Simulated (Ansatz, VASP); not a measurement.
## N in VASP and in Ansatz

```
CELL_PARAMETERS angstrom
9.00000 0.00000 0.00000
0.00000 9.50000 0.00000
0.00000 0.00000 10.00000
ATOMIC_POSITIONS crystal
N 0.50000 0.50000 0.44534
N 0.50000 0.50000 0.55466
```

Alike in both runs: functional LDA; k mesh 1 × 1 × 1; occupations fermi-dirac, width 0.02 eV; no spin polarisation.

Ansatz relaxed the structure, and its values are those at the end. VASP's run is a single point on that final structure, the one shown.

```csv
,VASP,Ansatz
version,VASP 6.6.1,Ansatz 0.2.0
potentials or method,"VASP PAW LDA potentials, release 64 (N), cutoff 520 eV","plane waves, PAW"
valence electrons in the cell,10,10
```

|  | VASP | Ansatz | Ansatz less VASP |
| --- | --- | --- | --- |
| rms of the force components (eV/Å) | 0.884 | 0.005 | -0.8791 |

LDA's correlation is that of Perdew and Zunger in VASP and of Perdew and Wang (1992) in Ansatz. One of these differences is far larger than is usual between the two programs; its cause wasn't traced. Ansatz's warnings: stress scf threshold loose.

Noted on VASP's run: the standard files for N, O and F lose accuracy on very short bonds.
